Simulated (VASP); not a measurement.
Wanted: the native input for a VASP 6.6.1 run.

```
Task                   : single point
Functional             : PBE
Potentials or basis    : VASP PAW PBE potentials, release 64 (Cu_sv_GW)
Cutoff                 : 700 eV
k mesh                 : 14 × 14 × 16
Occupations            : gaussian, width 0.1 eV
Spin                   : no spin polarisation
Dipole correction      : no
Second run             : valence_matched
Further INCAR settings : ALGO = Normal; EDIFF = 1e-06; NBANDS = 26
```

The structure of Cu lies in POSCAR:

```
Cu
1.0
    2.9510618436      0.0000000000      0.0000000000
    0.0000000000      2.9510618436      0.0000000000
    0.0000000000      0.0000000000      2.7315196881
Cu
2
Direct
    0.0000000000      0.0000000000      0.0000000000
    0.5000000000      0.5000000000      0.5000000000
```

This cell differs from its parent crystal: strain along c alone, the other axes held: -1.0 %.

One way to write it, as run:

INCAR

```
PREC = Accurate
ENCUT = 700
EDIFF = 1E-6
ISMEAR = 0
SIGMA = 0.1
LREAL = F
LASPH = T
NELM = 120
ALGO = Normal
ISIF = 2
LWAVE = F
LCHARG = T
GGA = PE
LELF = T
LVHAR = T
NBANDS = 26
GGA_COMPAT = F
```

KPOINTS

```
Automatic mesh
0
Gamma
  14 14 16
```

Potentials or basis: VASP PAW PBE potentials, release 64 (Cu_sv_GW).

The run is started by

```console
$ cat potpaw_PBE.64/Cu_sv_GW/POTCAR > POTCAR
$ mpirun -np 1 vasp_std > vasp.out
```

It gave:

```
Pressure               : -3.6 GPa
Band gap on the k mesh : zero (band 19 reaches 13.62 eV, above the bottom of band 20 at 6.04 eV)
```

Caveat: the cell differs from its parent crystal (strain along c alone, the other axes held: -1.0 %).

Run time: 3.1 min on 1 thread of AMD EPYC 9R45 96-Core Processor (Zen 5), on a shared host, peak memory 0.37 GiB.
